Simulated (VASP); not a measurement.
# Pt: single point with LDA

Pt:

```
CELL_PARAMETERS angstrom
0.00000 1.94743 1.94743
1.94743 0.00000 1.94743
1.94743 1.94743 0.00000
ATOMIC_POSITIONS crystal
Pt 0.00000 0.00000 0.00000
```

* Program: VASP 6.6.1
* Task: single point
* Functional: LDA
* Potentials or basis: VASP PAW LDA potentials, release 64 (Pt)
* Cutoff: 520 eV
* k mesh: 14 × 14 × 14
* Occupations: fermi-dirac, width 0.3 eV
* Spin: no spin polarisation

```
Pressure               : 2.8 GPa
Band gap on the k mesh : zero (band 5 reaches 12.08 eV, above the bottom of band 6 at 9.75 eV)
```

Levels at points of the mesh, in eV from the Fermi level:
```
           k point  band 1  band 2  band 3  band 4  band 5  band 6  band 7  band 8  band 9  band 10
(0.00, 0.00, 0.00)  -10.57   -4.03   -4.03   -4.03   -1.77   -1.77   14.47   19.50   19.50    19.50
(0.50, 0.00, 0.00)   -7.67   -4.10   -4.10   -0.66   -0.04   -0.04    5.90   14.04   18.94    18.94
(0.50, 0.50, 0.00)   -7.43   -6.96   -0.06    0.43    0.43    1.63    9.00   11.31   11.31    20.36
```

Run time: 18 s on 1 thread of Intel Xeon 8259CL, on a shared host, peak memory 0.13 GiB.

Caveat: spin-orbit coupling is left out, which moves the levels of the heavy elements.
